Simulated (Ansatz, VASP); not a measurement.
# Two plane-wave programs on Mo

File INCAR:

```
SYSTEM = Mo
PREC = Accurate
ENCUT = 520
EDIFF = 1E-6
ISMEAR = 0
SIGMA = 0.15
LREAL = .False.
LASPH = .True.
NELM = 100
ALGO = Normal
ISIF = 2
LWAVE = .False.
LCHARG = .False.
GGA = CA
NBANDS = 13
```

File KPOINTS:

```
Automatic mesh
0
Gamma
  18 18 18
  0 0 0
```

File POSCAR:

```
Mo
1.0
    2.6944777412      0.0000000000      0.0000000000
   -1.3472388706      2.3334861739      0.0000000000
    0.0000000000      0.0000000000      2.6318361210
Mo
1
Direct
    0.0000000000      0.0000000000      0.5000000000
```

Input for Ansatz:

```yaml
crystal:
  lattice:
    - [2.6944777412, 0.0, 0.0]
    - [-1.3472388706, 2.3334861739, 0.0]
    - [0.0, 0.0, 2.631836121]
  atoms:
    - { symbol: Mo, position: [0.0, 0.0, 0.5] }
basis:
  ecutwfc: 420
kpoints:
  mp_grid: { grid: [18, 18, 18] }
hamiltonian:
  xc: lda
scf:
  occupations: { method: gaussian, width: 0.15 }
output:
  forces: true
  stress: true
  eigenvalues: true
```

Change from the starting cell: strain -0.015 along x and y, +0.030 along z, atoms carried along.

Alike in both runs: task single point; functional LDA; k mesh 18 × 18 × 18; occupations gaussian, width 0.15 eV; no spin polarisation.

```csv
,VASP,Ansatz
version,VASP 6.6.1,Ansatz 0.2.0
potentials or method,"VASP PAW LDA potentials, release 64 (Mo_sv), cutoff 520 eV","scalar-relativistic, plane waves, PAW"
valence electrons in the cell,14,14
```

Ansatz gave:

```
gap on the k mesh at the Fermi level (eV)                     : none
pressure (GPa)                                                : -7.0
traceless stress, the component that is largest in VASP (GPa) : -14.18
```

Question: Which values does VASP return?

Answer: gap on the k mesh at the Fermi level (eV): none; pressure (GPa): -6.2; traceless stress, the component that is largest in VASP (GPa): -14.19.

LDA's correlation is that of Perdew and Zunger in VASP and of Perdew and Wang (1992) in Ansatz. A gap of «none» marks a metal or a gap that the smearing closes.
